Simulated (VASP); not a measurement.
# HfBe2Si2 (P4/mmm) in VASP: further runs, part 2 of 3

VASP 6.6.1. Earlier steps stand in the parts before.

## (3) Single point, PBE

This run uses another cell than the first one, of 25.39 Å³/atom, 1.917 times its volume.

The input, INCAR:

```
SYSTEM = HfBe2Si2
PREC     = Accurate       ! precision mode
ENCUT    = 520            ! plane-wave cutoff, eV
EDIFF    = 1E-7           ! SCF threshold, eV
ISMEAR   = 0              ! smearing method
SIGMA    = 0.1            ! smearing width, eV
LREAL    = .False.        ! projectors in reciprocal space
LASPH    = .True.         ! aspherical terms in the spheres
NELM     = 80             ! most SCF steps
ALGO     = Fast           ! electronic algorithm
ISIF     = 2              ! what is computed and relaxed
LWAVE    = .False.        ! write WAVECAR
LCHARG   = .True.         ! write CHGCAR
GGA      = PE             ! functional
LELF     = .True.         ! ELF
LVHAR    = .True.       
NBANDS   = 19             ! bands
```

The input, KPOINTS:

```
regular mesh
0
Gamma
  4 4 4
  0 0 0
```

The input, POSCAR:

```
HfBe2Si2
1.0
    5.0002264689      0.0000000000      0.0000000000
    0.0000000000      5.0002264689      0.0000000000
    0.0000000000      0.0000000000      5.0767575551
Hf Be Si
1 2 2
Direct
    0.0000000000      0.0000000000      0.5000000000
    0.5000000000      0.5000000000      0.5000000000
    0.0000000000      0.0000000000      0.0000000000
    0.0000000000      0.5000000000      0.5000000000
    0.5000000000      0.0000000000      0.5000000000
```

Potentials or basis: VASP PAW PBE potentials, release 64 (Hf_pv, Be, Si).

Launch:

```sh
$ cat potpaw_PBE.64/Hf_pv/POTCAR potpaw_PBE.64/Be/POTCAR potpaw_PBE.64/Si/POTCAR > POTCAR
$ mpirun -np 1 vasp_std > vasp.out
```

OUTCAR:

```text
SYSTEM = HfBe2Si2
   PREC = Accurate
   ENCUT = 520
   EDIFF = 1E-7
   ISMEAR = 0
   LREAL = .False.
   LASPH = .True.
   NELM = 80
   ISIF = 2
   GGA = PE

 ion  position               nearest neighbor table
   1  0.000  0.000  0.500-   4 2.50   5 2.50   4 2.50   5 2.50   3 2.54   3 2.54
   2  0.500  0.500  0.500-   4 2.50   5 2.50   5 2.50   4 2.50
   3  0.000  0.000  0.000-   1 2.54   1 2.54
   4  0.000  0.500  0.500-   1 2.50   2 2.50   1 2.50   2 2.50
   5  0.500  0.000  0.500-   1 2.50   2 2.50   2 2.50   1 2.50

  LATTYP: Found a simple tetragonal cell.
 ALAT       =     5.0002264689
 C/A-ratio  =     1.0153055240

  Lattice vectors:

 A1 = (   5.0002264689,   0.0000000000,   0.0000000000)
 A2 = (   0.0000000000,   5.0002264689,   0.0000000000)
 A3 = (   0.0000000000,   0.0000000000,   5.0767575551)

Analysis of symmetry for initial positions (statically):
=====================================================================
 Subroutine PRICEL returns:
 Original cell was already a primitive cell.

 Routine SETGRP: Setting up the symmetry group for a
 simple tetragonal supercell.

 Subroutine GETGRP returns: Found 16 space group operations
 (whereof 16 operations were pure point group operations)
 out of a pool of 16 trial point group operations.

The static configuration has the point symmetry D_4h.

Analysis of symmetry for dynamics (positions and initial velocities):
=====================================================================
 Subroutine PRICEL returns:
 Original cell was already a primitive cell.

 Routine SETGRP: Setting up the symmetry group for a
 simple tetragonal supercell.

 Subroutine GETGRP returns: Found 16 space group operations
 (whereof 16 operations were pure point group operations)
 out of a pool of 16 trial point group operations.

The dynamic configuration has the point symmetry D_4h.

 Subroutine INISYM returns: Found 16 space group operations
 (whereof 16 operations are pure point group operations),
 and found     1 'primitive' translations

----------------------------------------------------------------------------------------

                                     Primitive cell

  volume of cell :     126.9304

  direct lattice vectors                    reciprocal lattice vectors
     5.000226469  0.000000000  0.000000000     0.199990942  0.000000000  0.000000000
     0.000000000  5.000226469  0.000000000     0.000000000  0.199990942  0.000000000
     0.000000000  0.000000000  5.076757555     0.000000000  0.000000000  0.196976119

  length of vectors
     5.000226469  5.000226469  5.076757555     0.199990942  0.199990942  0.196976119

  position of ions in fractional coordinates (direct lattice)
     0.000000000  0.000000000  0.500000000
     0.500000000  0.500000000  0.500000000
     0.000000000  0.000000000  0.000000000
     0.000000000  0.500000000  0.500000000
     0.500000000  0.000000000  0.500000000

  ion indices of the primitive-cell ions
   primitive index   ion index
                 1           1
                 2           2
                 3           3
                 4           4
                 5           5

----------------------------------------------------------------------------------------

[... 27 lines left out ...]
  0.250000  0.000000  0.000000      4.000000
  0.500000  0.000000  0.000000      2.000000
  0.250000  0.250000  0.000000      4.000000
  0.500000  0.250000  0.000000      4.000000
  0.500000  0.500000  0.000000      1.000000
[... 10 lines left out ...]
  0.500000  0.250000  0.500000      4.000000
  0.500000  0.500000  0.500000      1.000000
   k-points           NKPTS =     18   k-points in BZ     NKDIM =     18   number of bands    NBANDS=     19
   number of dos      NEDOS =    301   number of ions     NIONS =      5
   total plane-waves  NPLWV =  64000
   dimension x,y,z NGX =    40 NGY =   40 NGZ =   40
   dimension x,y,z NGXF=    80 NGYF=   80 NGZF=   80
   ions per type =               1   2   2
   NGX,Y,Z   is equivalent  to a cutoff of  13.30, 13.30, 13.10 a.u.
   NGXF,Y,Z  is equivalent  to a cutoff of  26.60, 26.60, 26.20 a.u.
 SYSTEM =  HfBe2Si2
   PREC   = accura    normal or accurate (medium, high low for compatibility)
   ISTART =      0    job   : 0-new  1-cont  2-samecut
   ICHARG =      2    charge: 1-file 2-atom 10-const
   ISPIN  =      1    spin polarized calculation?
   LNONCOLLINEAR =      F non collinear calculations
   LSORBIT =      F    spin-orbit coupling
   LASPH  =      T    aspherical Exc in radial PAW
   ENCUT  =  520.0 eV  38.22 Ry    6.18 a.u.   9.30  9.30  9.44*2*pi/ulx,y,z
   NELM   =     80;   NELMIN=  2; NELMDL= -5     # of ELM steps
   EDIFF  = 0.1E-06   stopping-criterion for ELM
   LREAL  =      F    real-space projection
   EDIFFG = 0.1E-05   stopping-criterion for IOM
   NSW    =      0    number of steps for IOM
   IBRION =     -1    ionic relax: 0-MD 1-quasi-New 2-CG
   NFREE  =      0    steps in history (QN), initial steepest desc. (CG)
   ISIF   =      2    stress and relaxation
   ISYM   =      2    0-nonsym 1-usesym 2-fastsym
   POTIM  = 0.5000    time-step for ionic-motion
   TEBEG  =    0.0;   TEEND  =   0.0 temperature during run
   PSTRESS=    0.0 pullay stress
   NELECT =      22.0000    total number of electrons
   NUPDOWN=      -1.0000    fix difference up-down
   EMIN   =  10.00;   EMAX   =-10.00  energy-range for DOS
   EFERMI =   0.00;   METHOD = LEGACY
   ISMEAR =     0;   SIGMA  =   0.10  broadening in eV -4-tet -1-fermi 0-gaus
   EFERMI_NEDOS =   21; number of points for ismear=-14 and -15
   IALGO  =     68    algorithm
   IMIX   =      4    mixing-type and parameters
     AMIX     =   0.40;   BMIX     =  1.00
     AMIX_MAG =   1.60;   BMIX_MAG =  1.00
  volume/ion in A,a.u.               =      25.39       171.31
  Fermi-wavevector in a.u.,A,eV,Ry     =   0.912768  1.724882 11.335635  0.833146
  Thomas-Fermi vector in A             =   2.037202
   LORBIT       =      0    0 simple, 1 ext, 2 COOP (PROOUT), +10 PAW based schemes
   GGA     = PE    functional components
   LHFCALC =     F    Hartree Fock is set to
   AEXX    =    0.0000 exact exchange contribution
   IVDW    =     0    specifies the selected vdW correction
   LEPSILON=     F    determine dielectric tensor
   LRPA    =     F    only Hartree local field effects (RPA)
 non-spin polarized calculation
 RMM-DIIS sequential band-by-band and
 Gauss-broadening in eV      SIGMA  =   0.10
  energy-cutoff  :      520.00
  volume of cell :      126.93
 maximum number of plane-waves:      3446
 NGX is ok and might be reduce to    40
   NGX = 19   NGY = 19   NGZ = 19

 number of electron      22.0000000 magnetization

 Free energy of the ion-electron system (eV)
  ---------------------------------------------------
  ext. energy  EPLUGINS =         0.00000000
  ---------------------------------------------------
  free energy    TOTEN  =       -22.30870702 eV

  energy without entropy =      -22.28622622  energy(sigma->0) =      -22.29746662

 E-fermi :   1.7606     XC(G=0):  -8.0728

 val. band max:        1.7208899586   @ k =   0.2500   0.0000   0.2500
 cond. band min:       1.7614115072   @ k =   0.2500   0.0000   0.0000
 fundamental gap:      0.0405215486
 Fermi energy:         1.7606142841

 k-point     1 :       0.0000    0.0000    0.0000
  band No.  band energies     occupation
      1     -28.1438      2.00000
      2     -28.1438      2.00000
      3     -27.8491      2.00000
      4      -7.2587      2.00000
      5      -4.5937      2.00000
      6      -0.9277      2.00000
[... 373 lines left out ...]
      6      -3.2927      2.00000
[... 11 lines left out ...]
     18       6.6823      0.00000
     19       6.6837      0.00000

------------------------ aborting loop because EDIFF is reached ----------------------------------------

  FORCE on cell =-STRESS in cart. coord.  units (eV):
  Direction    XX          YY          ZZ          XY          YZ          ZX
  --------------------------------------------------------------------------------------
  -------------------------------------------------------------------------------------
  Total        0.1501796      0.1501796      0.0848071      0.0000000      0.0000000      0.0000000
  in kB        1.8956400      1.8956400      1.0704765      0.0000000      0.0000000      0.0000000
  external PRESSURE =       1.6205855 kB  Pullay stress =       0.0000000 kB

 VOLUME and BASIS-vectors are now :
 -----------------------------------------------------------------------------
  energy-cutoff  :      520.00
  volume of cell :      126.93
      direct lattice vectors                 reciprocal lattice vectors
     5.000226469  0.000000000  0.000000000     0.199990942  0.000000000  0.000000000
     0.000000000  5.000226469  0.000000000     0.000000000  0.199990942  0.000000000
     0.000000000  0.000000000  5.076757555     0.000000000  0.000000000  0.196976119

 POSITION                                       TOTAL-FORCE (eV/Angst)
 -----------------------------------------------------------------------------------
      0.00000      0.00000      2.53838         0.000000      0.000000      0.000000
      2.50011      2.50011      2.53838         0.000000      0.000000      0.000000
      0.00000      0.00000      0.00000         0.000000      0.000000      0.000000
      0.00000      2.50011      2.53838         0.000000      0.000000      0.000000
      2.50011      0.00000      2.53838         0.000000      0.000000      0.000000
 -----------------------------------------------------------------------------------
    total drift:                               -0.000000     -0.000000     -0.000000

  FREE ENERGIE OF THE ION-ELECTRON SYSTEM (eV)
  ---------------------------------------------------
  free  energy   TOTEN  =       -22.3087070211 eV

  energy  without entropy=      -22.2862262218  energy(sigma->0) =      -22.29746662
```

Run time: 85 s. Hardware: 1 thread of AMD EPYC 7R43 (Zen 3), shared host; peak memory 0.22 GiB.

What came out:

```
Free energy            : -22.3087 eV
Pressure               : 0.2 GPa
Band gap on the k mesh : zero (band 11 reaches 2.37 eV, above the bottom of band 12 at 1.57 eV)
```

Stress tensor (GPa, compression positive):
```
0.19 0.00 0.00
0.00 0.19 0.00
0.00 0.00 0.11
```

Levels at points of the mesh, in eV from the Fermi level:
```csv
k point,band 8,band 9,band 10,band 11,band 12,band 13,band 14,band 15
"(0.00, 0.00, 0.00)",-2.39,-1.35,0.36,0.58,1.45,1.45,1.47,1.47
"(0.50, 0.00, 0.00)",-1.75,-1.67,-1.11,-0.25,-0.08,1.60,2.24,3.10
"(0.50, 0.50, 0.00)",-1.64,-1.43,-0.67,-0.67,1.89,2.00,2.45,2.45
"(0.00, 0.00, 0.50)",-2.57,-0.66,0.30,0.30,0.63,0.64,1.14,1.51
"(0.50, 0.00, 0.50)",-2.20,-2.18,-1.65,-0.33,0.12,0.47,2.02,2.74
"(0.50, 0.50, 0.50)",-1.74,-1.74,-1.62,-1.16,-0.16,1.02,2.90,3.15
```

Caveat: spin-orbit coupling is left out, which moves the levels of the heavy elements.

[end of part 2 of 3]
